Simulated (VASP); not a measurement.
Au, 1 atom in the cell. The cell holds a sheet with vacuum, 1 atom: a = 2.336 Å, b = 4.265 Å, c = 14.000 Å, α = 90.00°, β = 90.00°, γ = 90.00°. 

| Quantity | Value |
| --- | --- |
| Program | VASP 6.6.1 |
| Task | single point |
| Functional | PBE |
| Potentials or basis | VASP PAW PBE potentials, release 64 (Au) |
| Cutoff | 520 eV |
| k mesh | 8 × 4 × 1 |
| Occupations | gaussian, width 0.1 eV |
| Spin | no spin polarisation |
| Dipole correction | yes |
| Further INCAR settings | ALGO = Normal; EDIFF = 1e-07; NBANDS = 12 |

Potentials or basis: VASP PAW PBE potentials, release 64 (Au).

Launch:

```console
$ cat potpaw_PBE.64/Au/POTCAR > POTCAR
$ mpirun -np 1 vasp_std > vasp.out
```

Hardware: 1 thread of AMD EPYC 7R13 (shared host).

Problem. How long does it take, and how much memory?

Solution. Wall time 39 s on 1 thread of AMD EPYC 7R13, on a shared host, peak memory 0.21 GiB. Counts: scf iterations 15, k points 15.
